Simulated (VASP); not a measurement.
A run of VASP 6.6.1 is set up as follows.

INCAR

```
  ALGO = Normal
  EDIFF = 1E-7
  EDIFFG = -0.002
  ENCUT = 600
  GGA = PS
  IBRION = 2
  ISIF = 3
  ISMEAR = -1
  LASPH = True
  LCHARG = False
  LREAL = False
  LWAVE = False
  NELM = 60
  NSW = 100
  PREC = Accurate
  PSTRESS = 150.0
  SIGMA = 0.1
```

KPOINTS

```
k-points
0
Gamma
  16 16 16
```

File POSCAR:

```
CdS
1.0
    0.0000000000      2.6987645878      2.6987645878
    2.6987645878      0.0000000000      2.6987645878
    2.6987645878      2.6987645878      0.0000000000
Cd S
1 1
Direct
    0.0000000000      0.0000000000      0.0000000000
    0.5000000000      0.5000000000      0.5000000000
```

Potentials or basis: VASP PAW PBE potentials, release 64 (Cd, S).

Command:

```bash
$ cat potpaw_PBE.64/Cd/POTCAR potpaw_PBE.64/S/POTCAR > POTCAR
$ mpirun -np 1 vasp_std > vasp.out
```

Q: Estimate the relaxed volume.

A: 17.35 Å³/atom.

Q: What does it give for the space group after relaxing (to 0.05 Å)?

A: Fm-3m (No. 225).

Step by step:
| step | energy change (eV) | largest force (eV/Å) | pressure (GPa) | volume (Å³) |
| --- | --- | --- | --- | --- |
| 1 | 0.0000 | 0.0000 | 0.50 | 39.31 |
| 2 | 1.0126 | 0.0000 | 44.33 | 30.04 |
| 3 | 0.1872 | 0.0000 | 14.41 | 34.83 |
| 4 | 0.1976 | 0.0000 | 14.91 | 34.72 |
| 5 | 0.2059 | 0.0000 | 15.29 | 34.63 |
| 6 | 0.1927 | 0.0000 | 14.67 | 34.77 |
| 7 | 0.1997 | 0.0000 | 15.01 | 34.70 |

Caveat: the cell is relaxed towards a set pressure, so the enthalpy falls and the energy may rise; the PAW data sets were made with another functional, which shifts forces and pressure a little.
